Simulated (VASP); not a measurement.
Write the native input for VASP 6.6.1 that does the following.

```
Task                   : single point
Functional             : PBEsol
Potentials or basis    : VASP PAW PBE potentials, release 64 (Ba_sv, Zr_sv, O)
Cutoff                 : 520 eV
k mesh                 : 3 × 3 × 3
Occupations            : gaussian, width 0.01 eV
Spin                   : no spin polarisation
Dipole correction      : no
Further INCAR settings : ALGO = Normal; EDIFF = 1e-06; NBANDS = 28
```

The structure of BaZrO3 lies in POSCAR:

```
BaZrO3
1.0
    4.1913400000      0.0000000000      0.0000000000
    0.0000000000      4.1913400000      0.0000000000
    0.0000000000      0.0000000000      4.1913400000
Ba Zr O
1 1 3
Direct
    0.0000000000      0.0000000000      0.0000000000
    0.5000000000      0.5000000000      0.5000000000
    0.0000000000      0.5000000000      0.5000000000
    0.5000000000      0.0000000000      0.5000000000
    0.5000000000      0.5000000000      0.0000000000
```

These files were run (other wordings do the same):

INCAR

```
SYSTEM = BaZrO3
ALGO = Normal
EDIFF = 1E-6
ENCUT = 520
GGA = PS
ISIF = 2
ISMEAR = 0
LASPH = .True.
LCHARG = .False.
LREAL = .False.
LWAVE = .False.
NBANDS = 28
NELM = 100
PREC = Accurate
SIGMA = 0.01
```

KPOINTS

```
k-points
0
Gamma
  3 3 3
  0 0 0
```

Potentials or basis: VASP PAW PBE potentials, release 64 (Ba_sv, Zr_sv, O).

Command:

```console
$ cat potpaw_PBE.64/Ba_sv/POTCAR potpaw_PBE.64/Zr_sv/POTCAR potpaw_PBE.64/O/POTCAR > POTCAR
$ mpirun -np 1 vasp_std > vasp.out
```

Results of the run:

```
Pressure               : 0.1 GPa
Band gap on the k mesh : 3.29 eV, direct
```

Caveat: the k points lie up to 0.50 Å⁻¹ apart; the PAW data sets were made with another functional, which shifts forces and pressure a little; spin-orbit coupling is left out, which moves the levels of the heavy elements.

It took 7.8 s on 1 thread of Intel(R) Xeon(R) 6975P-C (Granite Rapids), on a shared host, peak memory 0.18 GiB.
